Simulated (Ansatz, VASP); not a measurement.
One calculation of Al5GaAs6, two programs

```
CELL_PARAMETERS angstrom
4.07346 0.00000 0.00000
0.00000 4.07346 0.00000
0.00000 0.00000 17.00152
ATOMIC_POSITIONS crystal
Al 0.00000 0.00000 0.66691
Al 0.50000 0.50000 0.83343
Al 0.00000 0.00000 0.00000
Al 0.50000 0.50000 0.16657
Al 0.00000 0.00000 0.33309
Ga 0.50000 0.50000 0.50000
As 0.50000 0.00000 0.91674
As 0.00000 0.50000 0.08326
As 0.50000 0.00000 0.24985
As 0.00000 0.50000 0.41592
As 0.50000 0.00000 0.58408
As 0.00000 0.50000 0.75015
```

Alike in both runs: functional PBE; k mesh 4 × 4 × 1; occupations gaussian, width 0.1 eV; no spin polarisation.

Ansatz relaxed the structure, and its values are those at the end. VASP's run is a single point on that final structure, the one shown.

|  | VASP | Ansatz |
| --- | --- | --- |
| version | VASP 6.6.1 | Ansatz 0.2.0 |
| potentials or method | VASP PAW PBE potentials, release 64 (Al, Ga_d, As), cutoff 520 eV | scalar-relativistic, plane waves, PAW |
| valence electrons in the cell | 58 | 118 |

Ansatz gave:

```
gap on the k mesh at the Fermi level (eV) : 1.35
least direct gap on the mesh (eV)         : 1.35
pressure (GPa)                            : 0.1
```

Task: What did VASP give for the same quantities?

Result: gap on the k mesh at the Fermi level (eV): 1.35; least direct gap on the mesh (eV): 1.35; pressure (GPa): 0.3.

VASP's potentials hold 58 valence electrons a cell and Ansatz's 118, so a difference there can come from the potentials and not from the codes.
